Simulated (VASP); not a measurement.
Here is a VASP 6.6.1 calculation.

POSCAR

```
Re
1.0
    2.5300000000      0.0000000000      0.0000000000
    0.0000000000      2.5300000000      0.0000000000
    0.0000000000      0.0000000000      2.5300000000
Re
1
Direct
    0.0000000000      0.0000000000      0.0000000000
```

Contents of INCAR.step1:

```
  PREC = Accurate
  ENCUT = 600
  ISMEAR = 1
  SIGMA = 0.05
  LREAL = F
  LASPH = T
  NELM = 80
  GGA = PE
  ALGO = Normal
  EDIFF = 1E-4
  LWAVE = T
  LCHARG = F
```

Contents of INCAR.step2:

```
  PREC = Accurate
  ENCUT = 600
  EDIFF = 1E-7
  ISMEAR = 1
  SIGMA = 0.05
  LREAL = F
  LASPH = T
  NELM = 80
  ALGO = Normal
  ISIF = 3
  LWAVE = F
  LCHARG = F
  METAGGA = R2SCAN
  LMIXTAU = T
  IBRION = 2
  NSW = 80
  EDIFFG = -0.01
  ISTART = 1
```

Contents of KPOINTS:

```
Automatic mesh
0
Gamma
  10 10 10
```

Potentials or basis: VASP PAW PBE potentials, release 64 (Re).

The run is started by

```bash
$ cat potpaw_PBE.64/Re/POTCAR > POTCAR
$ cp INCAR.step1 INCAR
$ mpirun -np 1 vasp_std > vasp.out
$ cp INCAR.step2 INCAR
$ mpirun -np 1 vasp_std > vasp.out
```

Q: What does it give for the relaxed volume?

A: 16.74 Å³/atom.

Q: What does it give for the space group after relaxing (to 0.05 Å)?

A: Pm-3m (No. 221).

Final structure:
```xyz
1
Lattice="2.5583 0.0000 0.0000 0.0000 2.5583 0.0000 0.0000 0.0000 2.5583" Properties=species:S:1:pos:R:3 pbc="T T T"
Re    0.0000    0.0000    0.0000
```

Caveat: the PAW data sets were made with another functional, which shifts forces and pressure a little.
